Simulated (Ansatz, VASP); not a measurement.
# AlFe: VASP beside Ansatz

The input INCAR:

```
ALGO     = Normal         # electronic algorithm
EDIFF    = 1E-6           # SCF threshold, eV
ENCUT    = 520            # plane-wave cutoff, eV
ISIF     = 2              # what is computed and relaxed
ISMEAR   = -1             # smearing method
ISPIN    = 2              # spin polarisation
LASPH    = True           # aspherical terms in the spheres
LCHARG   = False          # write CHGCAR
LMAXMIX  = 4              # l up to which the mixer works
LORBIT   = 11             # projections on sites
LREAL    = False          # projectors in reciprocal space
LWAVE    = False          # write WAVECAR
MAGMOM   = 3 0            # initial moments
NBANDS   = 16             # bands
NELM     = 150            # most SCF steps
PREC     = Accurate       # precision mode
SIGMA    = 0.05           # smearing width, eV
```

The input KPOINTS:

```
k-points
0
Gamma
  9 9 9
```

The input POSCAR:

```
AlFe
1.0
    2.9482938651      0.0000000000      0.0000000000
    0.0000000000      2.9482938651      0.0000000000
    0.0000000000      0.0000000000      2.9482938651
Fe Al
1 1
Direct
    0.5000000000      0.5000000000      0.5000000000
    0.0000000000      0.0000000000      0.0000000000
```

The input input.yaml:

```yaml
crystal:
  lattice:
    - [2.9482938651, 0.0, 0.0]
    - [0.0, 2.9482938651, 0.0]
    - [0.0, 0.0, 2.9482938651]
  atoms:
    - { symbol: Fe, position: [0.5, 0.5, 0.5], spin: 3.0 }
    - { symbol: Al, position: [0.0, 0.0, 0.0] }
kpoints:
  mp_grid: { grid: [9, 9, 9] }
scf:
  occupations: { method: fermi_dirac, width: 0.05 }
hamiltonian:
  xc: lda
  pseudopotentials: { kind: all_electron, lapw: { basis_error: 0.001 } }
magnetization:
  spin_polarized: true
output:
  forces: true
  stress: true
  eigenvalues: true
```

Change from the starting cell: volume scaled by 1.04.

Alike in both runs: task single point; functional LDA; k mesh 9 × 9 × 9; occupations fermi-dirac, width 0.05 eV; collinear spin.

|  | VASP | Ansatz |
| --- | --- | --- |
| version | VASP 6.6.1 | Ansatz 0.2.0 |
| potentials or method | VASP PAW LDA potentials, release 64 (Fe, Al), cutoff 520 eV | all-electron LAPW, scalar-relativistic |

Ansatz gave:

| Quantity | Value |
| --- | --- |
| gap on the k mesh at the Fermi level (eV) | none |
| pressure (GPa) | -21.1 |
| net moment per atom (μB) | 0.33 |
| size of the moment on the site where the two differ most (μB) | 0.71 |

Task: Estimate VASP's values.

Result: gap on the k mesh at the Fermi level (eV): none; pressure (GPa): -20.8; net moment per atom (μB): 0.31; size of the moment on the site where the two differ most (μB): 0.66.

LDA's correlation is that of Perdew and Zunger in VASP and of Perdew and Wang (1992) in Ansatz. Site moments also hang on the region over which each program counts them. A gap of «none» marks a metal or a gap that the smearing closes. Ansatz ran all-electron here, and VASP with PAW potentials.
